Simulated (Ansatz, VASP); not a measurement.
**One calculation of LiH, two programs**

```xyz
2
Lattice="0.0000 2.1451 2.2161 2.1451 0.0000 2.2161 2.1451 2.1451 0.0000" Properties=species:S:1:pos:R:3 pbc="T T T"
Li    0.0000    0.0000    0.0000
H     1.0726    1.0726    1.1081
```

Change from the starting cell: uniaxial_z strain +3.3%.

Alike in both runs: task single point; functional r2SCAN; k mesh 10 × 10 × 10; no spin polarisation.

|  | VASP | Ansatz |
| --- | --- | --- |
| version | VASP 6.6.1 | Ansatz 0.2.0 |
| potentials or method | VASP PAW PBE potentials, release 64 (Li_sv, H) | plane waves, PAW |
| plane-wave cutoff (eV) | 520 | 500 |
| occupations | gaussian, width 0.01 eV | fixed |
| valence electrons in the cell | 4 | 4 |

```csv
,VASP,Ansatz,Ansatz less VASP
gap on the k mesh at the Fermi level (eV),4.70,4.63,-0.068
```

VASP's potentials were made for PBE, not for r2SCAN.

Noted on VASP's run: the cutoff is short for stress, so the pressure is rough.
